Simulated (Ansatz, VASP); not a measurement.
Ga2BAs3: VASP beside Ansatz

```
Ga B As
1.0
     3.24000   -5.61000    0.00000
     3.24000    5.61000    0.00000
    -2.15987    0.00000    6.10945
Ga B As
4 2 6
Direct
  0.58330 0.41670 0.00000
  0.25000 0.75000 0.00000
  0.41670 0.58330 0.50000
  0.75000 0.25000 0.50000
  0.91670 0.08330 0.00000
  0.08330 0.91670 0.50000
  0.54170 0.70830 0.87500
  0.20830 0.04170 0.87500
  0.87500 0.37500 0.87500
  0.04170 0.20830 0.37500
  0.70830 0.54170 0.37500
  0.37500 0.87500 0.37500
```

Alike in both runs: task relaxation of cell and atoms; functional PBE; k mesh 3 × 3 × 3; occupations gaussian, width 0.2 eV; no spin polarisation.

```csv
,VASP,Ansatz
version,VASP 6.6.1,Ansatz 0.2.0
potentials or method,"VASP PAW PBE potentials, release 64 (Ga_d, B, As), cutoff 600 eV","scalar-relativistic, plane waves, PAW"
valence electrons in the cell,88,148
```

|  | VASP | Ansatz | Ansatz less VASP |
| --- | --- | --- | --- |
| gap on the k mesh at the Fermi level, each at its own relaxed structure (eV) | 0.93 | 0.94 | +0.009 |
| relaxed volume (Å³/atom) | 19.96 | 19.89 | -0.070 |
| relaxed length of the cell vector where the two differ most in proportion (Å) | 6.576 | 6.568 | -0.0082 |

VASP's potentials hold 88 valence electrons a cell and Ansatz's 148, so a difference there can come from the potentials and not from the codes.
